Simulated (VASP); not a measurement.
Here is a VASP 6.6.1 calculation.

INCAR

```
ALGO     = Normal         # electronic algorithm
EDIFF    = 1E-6           # SCF threshold, eV
ENCUT    = 520            # plane-wave cutoff, eV
GGA      = PE             # functional
ISIF     = 2              # what is computed and relaxed
ISMEAR   = 0              # smearing method
LASPH    = T              # aspherical terms in the spheres
LCHARG   = T              # write CHGCAR
LELF     = T              # ELF
LREAL    = F              # projectors in reciprocal space
LVHAR    = T            
LWAVE    = F              # write WAVECAR
NBANDS   = 33             # bands
NELM     = 100            # most SCF steps
PREC     = Accurate       # precision mode
SIGMA    = 0.01           # smearing width, eV
```

Contents of KPOINTS:

```
k-points
0
Gamma
  10 10 10
```

File POSCAR:

```
TiO2
1.0
   -1.8994099378      1.8994099378      4.8502437652
    1.8994099378     -1.8994099378      4.8502437652
    1.8994099378      1.8994099378     -4.8502437652
Ti O
2 4
Direct
    0.0000000000      0.0000000000      0.0000000000
    0.7500000000      0.2500000000      0.5000000000
    0.2064546375      0.2064546375      0.0000000000
    0.9564546375      0.4564546375      0.5000000000
    0.5435453625      0.0435453625      0.5000000000
    0.7935453625      0.7935453625      0.0000000000
```

Potentials or basis: VASP PAW PBE potentials, release 64 (Ti_sv, O).

Launch:

```console
$ cat potpaw_PBE.64/Ti_sv/POTCAR potpaw_PBE.64/O/POTCAR > POTCAR
$ mpirun -np 1 vasp_std > vasp.out
```

Question: Estimate the largest force.

Answer: 0.019 eV/Å.

Question: What does it give for the pressure?

Answer: 0.7 GPa.

Question: Estimate the band gap on the k mesh.

Answer: 2.11 eV, indirect (least direct gap 2.41 eV).

Forces in eV/Å, atoms in the order of the input:
```
Ti   0.000  0.000  0.000
Ti   0.000  0.000  0.000
O    0.000  0.000  0.019
O    0.000  0.000  0.019
O    0.000  0.000 -0.019
O    0.000  0.000 -0.019
```

A k mesh can miss the band edges. As with any semilocal functional, this PBE gap is likely too small.
